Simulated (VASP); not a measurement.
Set up this calculation in VASP 6.6.1, as the native input.

* Task: single point
* Functional: PBE
* Potentials or basis: VASP PAW PBE potentials, release 64 (Al)
* Cutoff: 400 eV
* k mesh: 4 × 4 × 4
* Occupations: gaussian, width 0.05 eV
* Spin: no spin polarisation
* Dipole correction: no
* Further INCAR settings: ALGO = Normal; EDIFF = 1e-06; NBANDS = 12

The structure of Al (a cell with a defect) lies in POSCAR:

```
Al
1.0
    4.0500000000      0.0000000000      0.0000000000
    0.0000000000      4.0500000000      0.0000000000
    0.0000000000      0.0000000000      4.0500000000
Al
3
Direct
    0.1232400000      0.1232395062      0.0000000000
    0.5234400000     -0.0216797531      0.5000000000
   -0.0216800000      0.5234400000      0.5000000000
```

These files were run (other wordings do the same):

INCAR

```
SYSTEM = Al
ALGO = Normal
EDIFF = 1E-6
ENCUT = 400
GGA = PE
GGA_COMPAT = .FALSE.
ISIF = 2
ISMEAR = 0
LASPH = .TRUE.
LCHARG = .TRUE.
LELF = .TRUE.
LREAL = .FALSE.
LVHAR = .TRUE.
LWAVE = .FALSE.
NBANDS = 12
NELM = 120
PREC = Accurate
SIGMA = 0.05
```

KPOINTS

```
k-points
0
G
  4 4 4
  0 0 0
```

Potentials or basis: VASP PAW PBE potentials, release 64 (Al).

Run with:

```sh
$ cat potpaw_PBE.64/Al/POTCAR > POTCAR
$ mpirun -np 1 vasp_std > vasp.out
```

Results of the run:

The pressure is -2.2 GPa. The largest force is 0.682 eV/Å.

Caveat: the k points lie up to 0.39 Å⁻¹ apart.

It took 9.6 s on 1 thread of Intel(R) Xeon(R) Platinum 8375C CPU @ 2.90GHz (Ice Lake), on a shared host, peak memory 0.14 GiB.
